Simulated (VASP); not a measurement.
The system is CoSi.

```xyz
2
Lattice="1.9774 -1.9774 0.0000 1.9774 1.9774 0.0000 0.0000 0.0000 2.8070" Properties=species:S:1:pos:R:3 pbc="T T T"
Si    0.0000    0.0000    0.0000
Co    1.9774    0.0000    1.4035
```

| Quantity | Value |
| --- | --- |
| Program | VASP 6.6.1 |
| Task | relaxation of cell and atoms |
| Functional | PBEsol |
| Potentials or basis | VASP PAW PBE potentials, release 64 (Si, Co) |
| Cutoff | 600 eV |
| k mesh | 8 × 8 × 8 |
| Occupations | gaussian, width 0.1 eV |
| Spin | collinear spin, ferromagnetic start |
| Starting moments | [0.0, 0.81] μB |

At the start: pressure -11.0 GPa; volume 10.98 Å³/atom.

Where does the relaxation end?

Over 3 steps the energy falls by 20.7 meV/atom and the volume is 10.41 Å³/atom (-5.1 %); space group Pm-3m (No. 221, to 0.1 Å) before and after; moment 0.29 μB per cell.

The path:
```csv
step,energy change (eV),largest force (eV/Å),pressure (GPa),volume (Å³)
1,0.0000,0.0000,-11.01,21.95
2,0.0130,0.0000,15.70,19.64
3,-0.0413,0.0000,-0.32,20.83
```

Final structure:
```xyz
2
Lattice="1.9426 -1.9426 0.0000 1.9426 1.9426 0.0000 0.0000 0.0000 2.7592" Properties=species:S:1:pos:R:3 pbc="T T T"
Si    0.0000    0.0000    0.0000
Co    1.9426    0.0000    1.3796
```

Caveat: the PAW data sets were made with another functional, which shifts forces and pressure a little.
